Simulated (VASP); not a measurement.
# C (Fd-3m) in VASP: G0W0 quasiparticle levels with PBE

Aim: the G0W0 quasiparticle levels of C with PBE.

All numbers are computed with VASP 6.6.1; they aren't measurements. Logs are shortened: lines on timing, memory, paths and dates and some standing lists are left out, and cuts for length are marked.

## Step 1: The cell of the first run

It takes space group Fd-3m (No. 227, cubic). Conventional cell: a = 3.489 Å, b = 3.489 Å, c = 3.489 Å, α = 90.00°, β = 90.00°, γ = 90.00°. C (site symmetry -43m) has 4 C at 1.51 Å within 2.0 Å.

## Step 2: G0W0 quasiparticle levels, PBE

POSCAR reads:

```
C
1.0
    0.0000000000      1.7445216597      1.7445216597
    1.7445216597      0.0000000000      1.7445216597
    1.7445216597      1.7445216597      0.0000000000
C
2
Direct
    0.0000000000      0.0000000000      0.0000000000
    0.2500000000      0.2500000000      0.2500000000
```

INCAR.step1 reads:

```
  PREC = Accurate
  ENCUT = 500
  EDIFF = 1E-8
  ISMEAR = 0
  SIGMA = 0.01
  LREAL = False
  LASPH = True
  NELM = 60
  ALGO = Normal
  LWAVE = True
  LCHARG = False
  GGA = PE
```

INCAR.step2 reads:

```
  PREC = Accurate
  ENCUT = 500
  EDIFF = 1E-8
  ISMEAR = 0
  SIGMA = 0.01
  LREAL = False
  LASPH = True
  NELM = 1
  ALGO = Exact
  LWAVE = True
  LCHARG = False
  GGA = PE
  NBANDS = 48
  LOPTICS = True
  ISTART = 1
```

INCAR.step3 reads:

```
  PREC = Accurate
  ENCUT = 500
  EDIFF = 1E-8
  ISMEAR = 0
  SIGMA = 0.01
  LREAL = False
  LASPH = True
  ALGO = EVGW0
  LWAVE = False
  LCHARG = False
  GGA = PE
  NELMGW = 1
  NBANDS = 48
  ENCUTGW = 150.0
  NOMEGA = 48
  PRECFOCK = Fast
  ISTART = 1
  NBANDSGW = 12
```

KPOINTS reads:

```
regular mesh
0
Gamma
  6 6 6
```

Potentials or basis: VASP PAW PBE potentials, release 64 (C_GW).

Run with:

```
$ cat potpaw_PBE.64/C_GW/POTCAR > POTCAR
$ cp INCAR.step1 INCAR
$ mpirun -np 1 vasp_std > vasp.out
$ cp INCAR.step2 INCAR
$ mpirun -np 1 vasp_std > vasp.out
$ cp INCAR.step3 INCAR
$ mpirun -np 1 vasp_std > vasp.out
```

OUTCAR:

```text
PREC = Accurate
   ENCUT = 500
   EDIFF = 1E-8
   ISMEAR = 0
   LREAL = False
   LASPH = True
   GGA = PE
   NELMGW = 1
   ENCUTGW = 150.0
   PRECFOCK = Fast
   ISTART = 1

 ion  position               nearest neighbor table
   1  0.000  0.000  0.000-   2 1.51   2 1.51   2 1.51   2 1.51
   2  0.250  0.250  0.250-   1 1.51   1 1.51   1 1.51   1 1.51

  LATTYP: Found a face centered cubic cell.
 ALAT       =     3.4890433194

  Lattice vectors:

 A1 = (   0.0000000000,   1.7445216597,   1.7445216597)
 A2 = (   1.7445216597,   0.0000000000,   1.7445216597)
 A3 = (   1.7445216597,   1.7445216597,   0.0000000000)

Analysis of symmetry for initial positions (statically):
=====================================================================
 Subroutine PRICEL returns:
 Original cell was already a primitive cell.

 Routine SETGRP: Setting up the symmetry group for a
 face centered cubic supercell.

 Subroutine GETGRP returns: Found 48 space group operations
 (whereof 24 operations were pure point group operations)
 out of a pool of 48 trial point group operations.

The static configuration has the point symmetry T_d .
 The point group associated with its full space group is O_h .

Analysis of symmetry for dynamics (positions and initial velocities):
=====================================================================
 Subroutine PRICEL returns:
 Original cell was already a primitive cell.

 Routine SETGRP: Setting up the symmetry group for a
 face centered cubic supercell.

 Subroutine GETGRP returns: Found 48 space group operations
 (whereof 24 operations were pure point group operations)
 out of a pool of 48 trial point group operations.

The dynamic configuration has the point symmetry T_d .
 The point group associated with its full space group is O_h .

 Subroutine INISYM returns: Found 48 space group operations
 (whereof 24 operations are pure point group operations),
 and found     1 'primitive' translations

----------------------------------------------------------------------------------------

                                     Primitive cell

  volume of cell :      10.6184

  direct lattice vectors                    reciprocal lattice vectors
     0.000000000  1.744521660  1.744521660    -0.286611517  0.286611517  0.286611517
     1.744521660  0.000000000  1.744521660     0.286611517 -0.286611517  0.286611517
     1.744521660  1.744521660  0.000000000     0.286611517  0.286611517 -0.286611517

  length of vectors
     2.467126191  2.467126191  2.467126191     0.496425710  0.496425710  0.496425710

  position of ions in fractional coordinates (direct lattice)
     0.000000000  0.000000000  0.000000000
     0.250000000  0.250000000  0.250000000

  ion indices of the primitive-cell ions
   primitive index   ion index
                 1           1
                 2           2

----------------------------------------------------------------------------------------

 KPOINTS: regular mesh

Automatic generation of k-mesh.
 Grid dimensions read from file:
 generate k-points for:    6    6    6

 Generating k-lattice:

  Cartesian coordinates                     Fractional coordinates (reciprocal lattice)
    -0.047768586  0.047768586  0.047768586     0.166666667  0.000000000  0.000000000
     0.047768586 -0.047768586  0.047768586     0.000000000  0.166666667  0.000000000
     0.047768586  0.047768586 -0.047768586     0.000000000  0.000000000  0.166666667

  Length of vectors
     0.082737618  0.082737618  0.082737618

  Shift w.r.t. Gamma in fractional coordinates (k-lattice)
     0.000000000  0.000000000  0.000000000

 Subroutine IBZKPT returns following result:
 ===========================================

 Found     16 irreducible k-points:

 Following reciprocal coordinates:
            Coordinates               Weight
  0.000000  0.000000  0.000000      1.000000
  0.166667  0.000000  0.000000      8.000000
  0.333333  0.000000  0.000000      8.000000
  0.500000  0.000000  0.000000      4.000000
  0.166667  0.166667  0.000000      6.000000
  0.333333  0.166667  0.000000     24.000000
[... 8 lines left out ...]
 -0.333333  0.333333  0.166667     24.000000
 -0.333333  0.500000  0.166667     12.000000
   k-points           NKPTS =     16   k-points in BZ     NKDIM =    216   number of bands    NBANDS=     48
   number of dos      NEDOS =    301   number of ions     NIONS =      2
   total plane-waves  NPLWV =   5832
   dimension x,y,z NGX =    18 NGY =   18 NGZ =   18
   dimension x,y,z NGXF=    36 NGYF=   36 NGZF=   36
   ions per type =               2
   NGX,Y,Z   is equivalent  to a cutoff of  12.13, 12.13, 12.13 a.u.
   NGXF,Y,Z  is equivalent  to a cutoff of  24.26, 24.26, 24.26 a.u.
 SYSTEM =  unknown system
   PREC   = accura    normal or accurate (medium, high low for compatibility)
   ISTART =      1    job   : 0-new  1-cont  2-samecut
   ICHARG =      0    charge: 1-file 2-atom 10-const
   ISPIN  =      1    spin polarized calculation?
   LNONCOLLINEAR =      F non collinear calculations
   LSORBIT =      F    spin-orbit coupling
   LASPH  =      T    aspherical Exc in radial PAW
   ENCUT  =  500.0 eV  36.75 Ry    6.06 a.u.   4.50  4.50  4.50*2*pi/ulx,y,z
   NELM   =     60;   NELMIN=  2; NELMDL=  0     # of ELM steps
   EDIFF  = 0.1E-07   stopping-criterion for ELM
   LREAL  =      F    real-space projection
   EDIFFG = 0.1E-06   stopping-criterion for IOM
   NSW    =      0    number of steps for IOM
   IBRION =     -1    ionic relax: 0-MD 1-quasi-New 2-CG
   NFREE  =      0    steps in history (QN), initial steepest desc. (CG)
   ISIF   =      0    stress and relaxation
   ISYM   =      3    0-nonsym 1-usesym 2-fastsym
   POTIM  = 0.5000    time-step for ionic-motion
   TEBEG  =    0.0;   TEEND  =   0.0 temperature during run
   PSTRESS=    0.0 pullay stress
   NELECT =       8.0000    total number of electrons
   NUPDOWN=      -1.0000    fix difference up-down
   EMIN   =  10.00;   EMAX   =-10.00  energy-range for DOS
   EFERMI =   0.00;   METHOD = LEGACY
   ISMEAR =     0;   SIGMA  =   0.01  broadening in eV -4-tet -1-fermi 0-gaus
   EFERMI_NEDOS =   21; number of points for ismear=-14 and -15
   IALGO  =     38    algorithm
   IMIX   =      4    mixing-type and parameters
     AMIX     =   0.40;   BMIX     =  1.00
     AMIX_MAG =   1.60;   BMIX_MAG =  1.00
  volume/ion in A,a.u.               =       5.31        35.83
  Fermi-wavevector in a.u.,A,eV,Ry     =   1.489653  2.815036 30.192229  2.219066
  Thomas-Fermi vector in A             =   2.602534
   LORBIT       =      0    0 simple, 1 ext, 2 COOP (PROOUT), +10 PAW based schemes
   GGA     = PE    functional components
   LHFCALC =     T    Hartree Fock is set to
   PRECFOCK=fast      Normal, Fast or Accurate (Low or Medium for compatibility)
   ENCUT4O =  -1.0   cutoff for four orbital integrals eV
   NKREDX  =     1    reduce k-point grid by
   NKREDY  =     1    reduce k-point grid by
   NKREDZ  =     1    reduce k-point grid by
   AEXX    =    1.0000 exact exchange contribution
   HFSCREEN=    0.0000 screening length (either q_TF or 0.3 A-1)
   HFSCREENC=   0.0000 screening length for correlation (either q_TF or 0.3 A-1)
   ENCUTFOCK=  -1.0 apply spherical cutoff to Coloumb kernel
   IVDW    =     0    specifies the selected vdW correction
   LEPSILON=     F    determine dielectric tensor
   LRPA    =     F    only Hartree local field effects (RPA)
   LRPAFORCE           =     F    calculate RPA forces
   ENCUTGW             = 150.0    cutoff for response function in eV
   ENCUTGWSOFT         = 120.0    soft cutoff for Coulomb kernel in GW response function in eV
   ENCUTLF             =  -1.0    cutoff for local field effects
   NELMGW              =     1    number of iterations in solving QP/BSE equation
   NELMHF              =     1    number of iterations in the inner HF iteration
   NKREDLFX            =     1    NKREDLFY  =   1   NKREDLFZ  =   1
 non-spin polarized calculation
 Gauss-broadening in eV      SIGMA  =   0.01
  energy-cutoff  :      500.00
  volume of cell :       10.62
 maximum number of plane-waves:       283
 NGX is ok and might be reduce to    18
  NGX = 12; NGY = 12; NGZ = 12
   NGX =  9   NGY =  9   NGZ =  9
 maximum number of plane-waves:        59

 QP shifts <psi_nk| G(iteration)W_0 |psi_nk>: iteration 1
 for sc-GW calculations column KS-energies equals QP-energies in previous step
 and V_xc(KS)=  KS-energies - (<T + V_ion + V_H > + <T+V_H+V_ion>^1  + <V_x>^1)

 k-point   1 :       0.0000    0.0000    0.0000
  band No.  KS-energies  QP-energies   sigma(KS)   V_xc(KS)     V^pw_x(r,r')   Z            occupation Imag(sigma)

      1     -11.6370     -13.2894     -17.1717     -14.9930     -25.8495       0.7584       2.0000       1.4715
      2      10.7460      10.2375     -17.6565     -17.0444     -19.5038       0.8308       2.0000       0.0734
      3      10.7460      10.2375     -17.6565     -17.0444     -19.5038       0.8308       2.0000       0.0734
      4      10.7460      10.2375     -17.6565     -17.0444     -19.5038       0.8308       2.0000       0.0734
      5      16.5208      17.7362     -14.2722     -15.7420      -9.5012       0.8270       0.0000      -0.1017
      6      16.5208      17.7362     -14.2722     -15.7420      -9.5012       0.8270       0.0000      -0.1017
      7      16.5208      17.7362     -14.2722     -15.7420      -9.5012       0.8270       0.0000      -0.1017
      8      25.6155      26.7596     -14.9661     -16.4439      -7.5809       0.7742       0.0000      -0.2782
      9      30.9118      31.3850     -11.6303     -12.2141      -4.4769       0.8106       0.0000      -0.4152
     10      38.0233      39.2263     -12.7759     -14.2219      -6.1047       0.8320       0.0000      -0.5870
     11      38.0233      39.2263     -12.7759     -14.2219      -6.1047       0.8320       0.0000      -0.5870
     12      39.0421      39.6276     -11.1272     -11.8381      -3.4007       0.8236       0.0000      -0.9876

 k-point   2 :       0.1667    0.0000    0.0000
  band No.  KS-energies  QP-energies   sigma(KS)   V_xc(KS)     V^pw_x(r,r')   Z            occupation Imag(sigma)

      1     -10.8351     -12.4511     -17.1685     -15.0454     -25.6479       0.7612       2.0000       1.3688
      2       6.7971       5.9690     -17.2910     -16.2770     -20.1063       0.8167       2.0000       0.1103
      3       9.6503       9.0742     -17.5082     -16.8126     -19.5964       0.8282       2.0000       0.0810
      4       9.6503       9.0742     -17.5082     -16.8126     -19.5964       0.8282       2.0000       0.0810
      5      17.9560      19.2516     -14.3799     -15.9547      -9.2596       0.8227       0.0000      -0.1153
      6      17.9560      19.2516     -14.3799     -15.9547      -9.2596       0.8227       0.0000      -0.1153
      7      18.5729      19.7612     -14.5346     -15.9811      -9.3554       0.8216       0.0000      -0.1196
      8      26.0451      27.2534     -14.5664     -16.1254      -7.1066       0.7751       0.0000      -0.2903
      9      31.9210      32.5657     -11.8821     -12.6832      -4.4525       0.8048       0.0000      -0.4705
     10      34.1013      34.9851     -11.9269     -12.9871      -5.3024       0.8336       0.0000      -0.5014
     11      34.1013      34.9851     -11.9269     -12.9871      -5.3024       0.8336       0.0000      -0.5014
     12      37.5231      38.1365     -11.4548     -12.2042      -3.6977       0.8185       0.0000      -0.8607
[... 196 lines left out ...]
      1      -3.6297      -5.0267     -17.8480     -16.0042     -24.4121       0.7576       2.0000       0.5376
      2      -1.5529      -2.8313     -16.9654     -15.3023     -22.4172       0.7687       2.0000       0.3425
      3       2.5187       1.3838     -17.2271     -15.7963     -21.3885       0.7932       2.0000       0.1844
      4       4.4072       3.4276     -16.9336     -15.7209     -20.3601       0.8077       2.0000       0.1378
      5      19.7704      20.7879     -13.1000     -14.3304      -7.5801       0.8269       0.0000      -0.1324
      6      21.3497      22.5677     -13.9477     -15.4472      -7.9082       0.8122       0.0000      -0.1612
      7      25.4068      26.8746     -14.4974     -16.3734      -7.1793       0.7824       0.0000      -0.2728
      8      25.5830      27.0423     -14.2769     -16.1408      -6.9362       0.7830       0.0000      -0.2800
      9      29.5501      30.6533     -12.9617     -14.3244      -6.1062       0.8095       0.0000      -0.3377
     10      35.3664      36.8051     -14.0364     -15.8804      -5.3245       0.7802       0.0000      -0.7838
     11      39.0689      40.1857     -12.5793     -13.9565      -4.6795       0.8109       0.0000      -0.8826
     12      42.9001      43.7262     -11.6926     -12.6986      -3.8523       0.8211       0.0000      -1.0954

 k-point  16 :      -0.3333    0.5000    0.1667
  band No.  KS-energies  QP-energies   sigma(KS)   V_xc(KS)     V^pw_x(r,r')   Z            occupation Imag(sigma)

      1      -1.8888      -3.2334     -17.7660     -16.0033     -23.7013       0.7628       2.0000       0.3953
      2      -1.8888      -3.2334     -17.7660     -16.0033     -23.7013       0.7628       2.0000       0.3953
      3       2.4045       1.3120     -16.7246     -15.3542     -20.6741       0.7971       2.0000       0.1738
      4       2.4045       1.3120     -16.7246     -15.3542     -20.6741       0.7971       2.0000       0.1738
      5      19.2742      20.2312     -13.2536     -14.4105      -7.7552       0.8273       0.0000      -0.1320
      6      19.2742      20.2312     -13.2536     -14.4105      -7.7552       0.8273       0.0000      -0.1320
      7      26.1417      27.6668     -14.4871     -16.4446      -7.0282       0.7791       0.0000      -0.2958
      8      26.1417      27.6668     -14.4871     -16.4446      -7.0282       0.7791       0.0000      -0.2958
      9      33.5300      34.9152     -13.8424     -15.6049      -5.5993       0.7859       0.0000      -0.6301
     10      33.5300      34.9152     -13.8424     -15.6049      -5.5993       0.7859       0.0000      -0.6301
     11      42.5456      43.6316     -12.4081     -13.7464      -4.3763       0.8115       0.0000      -1.0786
     12      42.5456      43.6316     -12.4081     -13.7464      -4.3763       0.8115       0.0000      -1.0786
```

It took 58 s on 1 thread of AMD EPYC 9R45 (Zen 5), shared host; peak memory 0.16 GiB.

Results:

- Quasiparticle gap: 5.60 eV
- Least direct quasiparticle gap: 7.50 eV
- Band gap of the starting levels on the mesh: 4.31 eV
- Least direct gap of the starting levels on the mesh: 5.77 eV

Caveat: the k points lie up to 0.52 Å⁻¹ apart; bands, screening cutoff and mesh are small and nothing is extrapolated, so the quasiparticle values aren't converged.
